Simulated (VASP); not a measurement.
Here is a VASP 6.6.1 calculation.

The input INCAR:

```
SYSTEM = SnO2
PREC = Accurate
ENCUT = 520
EDIFF = 1E-7
ISMEAR = 0
SIGMA = 0.05
LREAL = .FALSE.
LASPH = .TRUE.
NELM = 60
ALGO = Normal
ISIF = 2
LWAVE = .FALSE.
LCHARG = .FALSE.
GGA = PE
IVDW = 12
NBANDS = 35
```

KPOINTS

```
Automatic mesh
0
G
  12 12 4
  0 0 0
```

Contents of POSCAR:

```
SnO2
1.0
    3.1597616851      0.0000000000      0.0000000000
   -1.5798808426      2.7364338892      0.0000000000
    0.0000000000      0.0000000000     10.6847036250
Sn O
2 4
Direct
    0.0000000000      0.0000000000      0.5000000000
    0.0000000000      0.0000000000      0.0000000000
    0.6666666667      0.3333333333      0.4018666787
    0.6666666667      0.3333333333      0.0981333213
    0.3333333333      0.6666666667      0.5981333213
    0.3333333333      0.6666666667      0.9018666787
```

Potentials or basis: VASP PAW PBE potentials, release 64 (Sn_d, O).

Run with:

```sh
$ cat potpaw_PBE.64/Sn_d/POTCAR potpaw_PBE.64/O/POTCAR > POTCAR
$ mpirun -np 1 vasp_std > vasp.out
```

**Question.** What does it give for the largest force?

**Answer.** 0.059 eV/Å.

**Question.** What does it give for the band gap on the k mesh?

**Answer.** 2.41 eV (least direct gap 2.79 eV).

**Question.** Predict the dispersion energy per atom.

**Answer.** -0.164 eV.

**Question.** Estimate the pressure.

**Answer.** 3.2 GPa.

Forces in eV/Å, atoms in the order of the input:
```
Sn   0.000  0.000  0.000
Sn   0.000  0.000  0.000
O    0.000  0.000  0.059
O    0.000  0.000 -0.059
O    0.000  0.000 -0.059
O    0.000  0.000  0.059
```

Caveat: the stress differs along the axes, from -1 to 5 GPa; spin-orbit coupling is left out, which moves the levels of the heavy elements. A k mesh can miss the band edges.
